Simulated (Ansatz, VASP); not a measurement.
**AlN in VASP and in Ansatz**

The input INCAR:

```
SYSTEM = AlN
PREC = Accurate
ENCUT = 600
EDIFF = 1E-6
ISMEAR = 0
SIGMA = 0.05
LREAL = .False.
LASPH = .True.
NELM = 120
ALGO = Normal
ISIF = 2
LWAVE = .False.
LCHARG = .False.
NBANDS = 16
GGA_COMPAT = .False.
```

Contents of KPOINTS:

```
Automatic mesh
0
Gamma
  9 9 6
  0 0 0
```

Contents of POSCAR:

```
AlN
1.0
    3.3783580567      0.0000000000      0.0000000000
   -1.6891790283      2.8683763727      0.0000000000
    0.0000000000      0.0000000000      4.1875630000
Al N
2 2
Direct
    0.3333333333      0.6666666667      0.7500000000
    0.6666666667      0.3333333333      0.2500000000
    0.3333333333      0.6666666667      0.2500000000
    0.6666666667      0.3333333333      0.7500000000
```

Input for Ansatz:

```yaml
crystal:
  lattice:
    - [3.3783580567, 0.0, 0.0]
    - [-1.6891790283, 2.8683763727, 0.0]
    - [0.0, 0.0, 4.187563]
  atoms:
    - { symbol: Al, position: [0.3333333333, 0.6666666667, 0.75] }
    - { symbol: Al, position: [0.6666666667, 0.3333333333, 0.25] }
    - { symbol: "N", position: [0.3333333333, 0.6666666667, 0.25] }
    - { symbol: "N", position: [0.6666666667, 0.3333333333, 0.75] }
basis:
  ecutwfc: 420
kpoints:
  mp_grid: { grid: [9, 9, 6] }
hamiltonian:
  xc: lda
scf:
  occupations: { method: gaussian, width: 0.05 }
output:
  forces: true
  stress: true
  eigenvalues: true
```

Change from the starting cell: strain +0.0200 x Voigt [1, 0, 0, 0, 0, 0], atoms carried along.

Alike in both runs: task single point; functional LDA; k mesh 9 × 9 × 6; occupations gaussian, width 0.05 eV; no spin polarisation.

```csv
,VASP,Ansatz
version,VASP 6.6.1,Ansatz 0.2.0
potentials or method,"VASP PAW LDA potentials, release 64 (Al, N), cutoff 600 eV","scalar-relativistic, plane waves, PAW"
valence electrons in the cell,16,16
```

```csv
,VASP,Ansatz,Ansatz less VASP
gap on the k mesh at the Fermi level (eV),3.16,3.15,-0.008
least direct gap on the mesh (eV),3.16,3.15,-0.008
pressure (GPa),-12.2,-12.5,-0.33
"traceless stress, the component that is largest in VASP (GPa)",-3.60,-3.63,-0.026
rms of the force components (eV/Å),0.119,0.115,-0.0038
```

LDA's correlation is that of Perdew and Zunger in VASP and of Perdew and Wang (1992) in Ansatz. Atom by atom the forces differ by 0.004 eV/Å (rms over components).
